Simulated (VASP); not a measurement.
Cu: single point with LDA

The system is Cu.

```
Cu
1.0
     0.00000    1.80750    1.80750
     1.80750    0.00000    1.80750
     1.80750    1.80750    0.00000
Cu
1
Direct
  0.00000 0.00000 0.00000
```

- Program: VASP 6.6.1
- Task: single point
- Functional: LDA
- Potentials or basis: VASP PAW LDA potentials, release 64 (Cu)
- Cutoff: 520 eV
- k mesh: 4 × 4 × 4
- Occupations: fermi-dirac, width 0.3 eV
- Spin: no spin polarisation

* Pressure: -9.8 GPa

Levels at points of the mesh, in eV from the Fermi level:
| k point | band 3 | band 4 | band 5 | band 6 | band 7 | band 8 | band 9 | band 10 |
| --- | --- | --- | --- | --- | --- | --- | --- | --- |
| (0.00, 0.00, 0.00) | -3.38 | -3.38 | -2.54 | -2.54 | 22.44 | 24.90 | 24.90 | 24.90 |
| (0.50, 0.00, 0.00) | -3.40 | -1.98 | -1.98 | -1.22 | 3.44 | 20.96 | 21.65 | 21.65 |
| (0.50, 0.50, 0.00) | -1.99 | -1.84 | -1.84 | 1.24 | 6.84 | 12.75 | 12.75 | 17.37 |

Run time: 1.8 s on 1 thread of Intel Xeon 6975P-C, with other jobs on the host, peak memory 0.12 GiB.

Caveat: the k points lie up to 0.75 Å⁻¹ apart.
